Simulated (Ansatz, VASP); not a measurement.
AlN: VASP beside Ansatz

```
Al N
1.0
     3.11300    0.00000    0.00000
    -1.55650    2.69594    0.00000
     0.00000    0.00000    4.98100
Al N
2 2
Direct
  0.66667 0.33333 0.50000
  0.33333 0.66667 0.00000
  0.66667 0.33333 0.88000
  0.33333 0.66667 0.38000
```

Alike in both runs: task single point; functional PBE-based screened hybrid with a share of 0.25 of exact exchange and HFSCREEN = 0.2; k mesh 5 × 5 × 3; occupations fermi-dirac, width 0.05 eV; no spin polarisation.

|  | VASP | Ansatz |
| --- | --- | --- |
| version | VASP 6.6.1 | Ansatz 0.2.0 |
| potentials or method | VASP PAW PBE potentials, release 64 (Al, N) | Ansatz PAW |
| plane-wave cutoff (eV) | 520 | 420 |
| valence electrons in the cell | 16 | 16 |

VASP gave:

| Property | Result |
| --- | --- |
| gap on the k mesh at the Fermi level (eV) | 5.60 |
| least direct gap on the mesh (eV) | 5.60 |
| pressure (GPa) | -1.7 |
| traceless stress, the component that is largest in VASP (GPa) | 1.05 |
| rms of the force components (eV/Å) | 0.075 |

Question: What did Ansatz give for the same quantities?

Answer: gap on the k mesh at the Fermi level (eV): 5.60; least direct gap on the mesh (eV): 5.60; pressure (GPa): -1.6; traceless stress, the component that is largest in VASP (GPa): 0.95; rms of the force components (eV/Å): 0.077.

VASP's potentials were made for PBE, not for PBE-based screened hybrid. Atom by atom the forces differ by 0.002 eV/Å (rms over components). With one functional, cell and mesh, what is left measures potentials, basis and numerics.

The k mesh is coarse, so the values compare programs but aren't converged. Noted on Ansatz's run: odd divisions of the mesh miss points on the zone boundary, where band edges often lie, so the gap on the mesh can be too wide.
